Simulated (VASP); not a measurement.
Runs of VASP 6.6.1 on Ga3AsP2. The structure is that of space group Imm2 (No. 44), or close to it. The cells are those of the table. 

| cell | gap on the mesh (eV) | pressure (GPa) | largest force (eV/Å) |
| --- | --- | --- | --- |
| a = 6.838 Å, angles 146.4, 60.0, 131.8°, 6 atoms | 1.04 | 0.1 | 0.02 |
| a = 6.699 Å, angles 146.4, 60.0, 131.8°, 6 atoms | (a) | (c) | 0.05 |
| a = 6.769 Å, angles 146.4, 60.0, 131.8°, 6 atoms | 1.28 | 2.4 | 0.03 |
| a = 6.906 Å, angles 146.4, 60.0, 131.8°, 6 atoms | 0.81 | (b) | 0.02 |

Alike in all rows: task single point; level PBE; potentials or basis VASP PAW PBE potentials, release 64 (P, Ga_d, As); no spin polarisation; k mesh 6 × 6 × 6; cutoff (eV) 520; smearing gaussian 0.01 eV.

Task: Fill in the values left out.

Result: (a) 1.45; (b) -1.9; (c) 5.1.

Caveats: the cell stands under pressure (at least some runs).

A k mesh can miss the band edges, and the runs leave out spin-orbit coupling on As, Ga.
